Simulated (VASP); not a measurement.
Here is a VASP 6.6.1 calculation.

File INCAR:

```
PREC = Accurate
ENCUT = 400
EDIFF = 1E-6
ISMEAR = -1
SIGMA = 0.05
LREAL = Auto
LASPH = T
NELM = 120
ALGO = Normal
ISIF = 2
LWAVE = F
LCHARG = F
GGA = PE
NBANDS = 73
ISYM = -1
GGA_COMPAT = F
```

Contents of KPOINTS:

```
explicit points
1
Reciprocal
  0.25000000   0.25000000   0.25000000 1
```

POSCAR

```
Si13P2Pt3Au2
1.0
    6.4794480000     -0.0023350000     -0.0331270000
   -0.0023350000      6.7843160000      0.1466780000
   -0.0331270000      0.1466780000      7.1568870000
Si Pt P Au
13 3 2 2
Direct
    0.5993647981      0.3852604826      0.9036574031
    0.9131592936      0.5276382407      0.0321225284
    0.6400683367      0.9090064416      0.2507916217
    0.1427430577      0.9110476446      0.5721593764
    0.1350737031      0.3620248797      0.6933228792
    0.1263148188      0.9673468629      0.2297082416
    0.2701291541      0.5304516122      0.0551574989
    0.3911497669      0.6109203315      0.7228265649
    0.5302661569      0.2921978508      0.3802248283
    0.8432139485      0.1039734719      0.4799152938
    0.2286210739      0.8818958919      0.8962517928
    0.7667688055      0.5772697398      0.3377812140
    0.8601045150      0.1668643352      0.8044148741
    0.4316388533      0.1270335521      0.6780234022
    0.4055937838      0.1555665193      0.0975513403
    0.8767719745      0.8720227294      0.0052598672
    0.6582869468      0.8365192345      0.7272547552
    0.8987229932      0.6507618055      0.6283204634
    0.3618049509      0.6669490934      0.3788462433
    0.0819171638      0.3383396829      0.3388166785
```

Potentials or basis: VASP PAW PBE potentials, release 64 (Si, Pt, P, Au).

The run is started by

```sh
$ cat potpaw_PBE.64/Si/POTCAR potpaw_PBE.64/Pt/POTCAR potpaw_PBE.64/P/POTCAR potpaw_PBE.64/Au/POTCAR > POTCAR
$ mpirun -np 1 vasp_std > vasp.out
```

Task: Estimate the pressure.

Result: 7.7 GPa.

Task: Predict the largest force.

Result: 1.239 eV/Å.

Stress tensor (GPa, compression positive):
```
 8.38 -1.50 -1.68
-1.50  9.56  0.78
-1.68  0.78  5.15
```

Caveat: the atoms stand as in a frame of molecular dynamics.
